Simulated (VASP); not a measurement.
## TaAs: relaxation of cell and atoms with r2SCAN

The system is TaAs.

```
Ta As
1.0
     0.00000    2.61987    2.61987
     2.61987    0.00000    2.61987
     2.61987    2.61987    0.00000
Ta As
1 1
Direct
  0.50000 0.50000 0.50000
  0.00000 0.00000 0.00000
```

```
Program                : VASP 6.6.1
Task                   : relaxation of cell and atoms
Functional             : r2SCAN
Potentials or basis    : VASP PAW PBE potentials, release 64 (Ta_pv, As)
Cutoff                 : 600 eV
k mesh                 : 14 × 14 × 14
Occupations            : gaussian, width 0.1 eV
Spin                   : no spin polarisation
Dipole correction      : no
Further INCAR settings : ALGO = Normal; EDIFF = 1e-06; IBRION = 2; EDIFFG = -0.01; NSW = 80; ISIF = 3
```

The relaxed volume is 18.02 Å³/atom, the relaxed cell is a = 3.708 Å, b = 3.708 Å, c = 3.708 Å, α = 60.00°, β = 60.00°, γ = 60.00° and the space group after relaxing (to 0.1 Å) is Fm-3m (No. 225). The energy gained by relaxing is 0.0 meV/atom and the ionic steps are 3. The pressure after relaxing is 0.0 GPa.

Final structure:
```
Ta As
1.0
     0.00000    2.62187    2.62187
     2.62187    0.00000    2.62187
     2.62187    2.62187    0.00000
Ta As
1 1
Direct
  0.50000 0.50000 0.50000
  0.00000 0.00000 0.00000
```

Levels at points of the mesh, in eV from the Fermi level:
| k point | band 5 | band 6 | band 7 | band 8 | band 9 | band 10 | band 11 | band 12 |
| --- | --- | --- | --- | --- | --- | --- | --- | --- |
| (0.00, 0.00, 0.00) | -1.74 | -1.74 | -1.74 | -1.04 | -1.04 | -0.68 | -0.68 | -0.68 |
| (0.50, 0.00, 0.00) | -8.37 | -5.12 | -5.12 | 0.87 | 0.87 | 1.44 | 3.09 | 6.52 |
| (0.50, 0.50, 0.00) | -5.98 | -3.70 | -2.84 | -2.84 | 0.13 | 1.20 | 1.72 | 1.72 |

It took 10 min on 1 thread of Intel Xeon 8259CL (shared host), peak memory 0.23 GiB.

Caveat: the highest band is partly filled, so the run has too few bands; the PAW data sets were made with another functional, which shifts forces and pressure a little; spin-orbit coupling is left out, which moves the levels of the heavy elements.
